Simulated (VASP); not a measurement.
The system is Sn.

```
Sn
1.0
     0.00000    3.25476    3.25476
     3.25476    0.00000    3.25476
     3.25476    3.25476    0.00000
Sn
2
Direct
  0.75000 0.75000 0.75000
  0.50000 0.50000 0.50000
```

Base run:

- Program: VASP 6.6.1
- Functional: BLYP
- Potentials or basis: VASP PAW PBE potentials, release 64 (Sn_d)
- Cutoff: 520 eV
- k mesh: 7 × 7 × 7
- Occupations: fermi-dirac, width 0.05 eV
- Spin: no spin polarisation

Its results: band gap on the k mesh zero (band 14 reaches 6.07 eV, above the bottom of band 15 at 5.97 eV); pressure 5.4 GPa.

After a change of settings the same cell gave: band gap on the k mesh zero (band 14 reaches 5.36 eV, above the bottom of band 15 at 5.18 eV); pressure -0.7 GPa. Which change was it?
A. functional from BLYP to PBE
B. functional from BLYP to r2SCAN; dispersion from none to D3(BJ)
C. functional from BLYP to PBE; further incar settings from ALGO = Normal; EDIFF = 1e-06; NBANDS = 21 to ALGO = Fast; EDIFF = 1e-06; NBANDS = 21
D. functional from BLYP to LDA; potentials or basis from VASP PAW PBE potentials, release 64 (Sn_d) to VASP PAW LDA potentials, release 64 (Sn_d)

D.

Caveats: spin-orbit coupling is left out, which moves the levels of the heavy elements; the PAW data sets were made with another functional, which shifts forces and pressure a little (some runs).
